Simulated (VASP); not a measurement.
Na:

```xyz
2
Lattice="3.8100 0.0000 0.0000 -1.9050 3.2996 0.0000 0.0000 0.0000 6.2217" Properties=species:S:1:pos:R:3 pbc="T T T"
Na    0.0000    2.1997    1.5554
Na    1.9050    1.0999    4.6663
```

- Program: VASP 6.6.1
- Task: relaxation of cell and atoms
- Functional: PBEsol
- Potentials or basis: VASP PAW PBE potentials, release 64 (Na_pv)
- Cutoff: 500 eV
- k mesh: 7 × 7 × 4
- Occupations: fermi-dirac, width 0.05 eV
- Spin: no spin polarisation

At the start: pressure -0.5 GPa; volume 39.11 Å³/atom.

Where does the relaxation end?

Over 3 steps the energy falls by 5.3 meV/atom and the volume is 36.24 Å³/atom (-7.3 %); space group P6_3/mmc (No. 194, to 0.05 Å).

Step by step:
| step | energy change (eV) | largest force (eV/Å) | pressure (GPa) | volume (Å³) |
| --- | --- | --- | --- | --- |
| 1 | 0.0000 | 0.0000 | -0.53 | 78.22 |
| 2 | -0.0047 | 0.0000 | -0.41 | 76.76 |
| 3 | -0.0107 | 0.0000 | 0.01 | 72.48 |

Final structure:
```cif
data_structure
_symmetry_space_group_name_H-M 'P 1'
_symmetry_Int_Tables_number 1
_cell_length_a 3.6943
_cell_length_b 3.6943
_cell_length_c 6.1324
_cell_angle_alpha 90.000
_cell_angle_beta 90.000
_cell_angle_gamma 120.000
_cell_volume 72.48
loop_
_atom_site_label
_atom_site_type_symbol
_atom_site_fract_x
_atom_site_fract_y
_atom_site_fract_z
_atom_site_occupancy
Na1 Na 0.33333 0.66667 0.25000 1
Na2 Na 0.66667 0.33333 0.75000 1
```

Caveat: the PAW data sets were made with another functional, which shifts forces and pressure a little.
